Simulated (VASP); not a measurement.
A run of VASP 6.6.1 is set up as follows.

Contents of INCAR:

```
ALGO = Normal ; EDIFF = 1E-6
ENCUT = 520 ; GGA = CA
ISIF = 2 ; ISMEAR = -1
ISPIN = 2 ; LASPH = T
LCHARG = F ; LMAXMIX = 4
LORBIT = 11 ; LREAL = F
LWAVE = F ; MAGMOM = 1 -1
NBANDS = 21 ; NELM = 150
PREC = Accurate ; SIGMA = 0.05
```

KPOINTS

```
k-points
0
Gamma
  16 16 9
```

POSCAR

```
Ni
1.0
    2.4480230000      0.0000000000      0.0000000000
   -1.2240110000      2.1200500000      0.0000000000
    0.0000000000      0.0000000000      4.0728080000
Ni
2
Direct
    0.3333333333      0.6666666667      0.2500000000
    0.6666666667      0.3333333333      0.7500000000
```

Potentials or basis: VASP PAW LDA potentials, release 64 (Ni).

Command:

```console
$ cat potpaw_LDA.64/Ni/POTCAR > POTCAR
$ mpirun -np 1 vasp_std > vasp.out
```

(1) Estimate the band gap on the k mesh.

(2) Predict the net moment.

(3) Predict the pressure.

## Answers

(1) zero (filled and empty bands overlap).

(2) 0.00 μB per cell.

(3) -11.8 GPa.

Caveat: the cell stands under tension.
